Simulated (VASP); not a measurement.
**Sc: single point with PBE**

Sc:

```
CELL_PARAMETERS angstrom
3.29709 0.00000 0.00000
-1.64855 2.85537 0.00000
0.00000 0.00000 5.13317
ATOMIC_POSITIONS crystal
Sc 0.33333 0.66667 0.25000
Sc 0.66667 0.33333 0.75000
```

This cell differs from its parent crystal: volume scaled by 0.98.

| Property | Result |
| --- | --- |
| Program | VASP 6.6.1 |
| Task | single point |
| Functional | PBE |
| Potentials or basis | VASP PAW PBE potentials, release 64 (Sc_sv) |
| Cutoff | 520 eV |
| k mesh | 15 × 15 × 8 |
| Occupations | fermi-dirac, width 0.05 eV |
| Spin | no spin polarisation |

```
Pressure               : 1.1 GPa
Band gap on the k mesh : zero (band 11 reaches 4.79 eV, above the bottom of band 12 at 3.27 eV)
```

Stress tensor (GPa, compression positive):
```
1.17 0.00 0.00
0.00 1.17 0.00
0.00 0.00 1.08
```

Levels at points of the mesh, in eV from the Fermi level:
```tsv
k point	band 7	band 8	band 9	band 10	band 11	band 12	band 13	band 14	band 15	band 16
(0.00, 0.00, 0.00)	-27.78	-27.75	-5.16	-1.66	0.66	1.62	1.62	1.88	2.08	2.08
(0.00, 0.00, 0.50)	-27.81	-27.81	-3.60	-3.60	0.99	0.99	1.53	1.53	1.53	1.53
```

Run time: 100 s on 1 thread of Intel(R) Xeon(R) Platinum 8259CL CPU @ 2.50GHz (Skylake/Cascade Lake), on a shared host, peak memory 0.24 GiB.
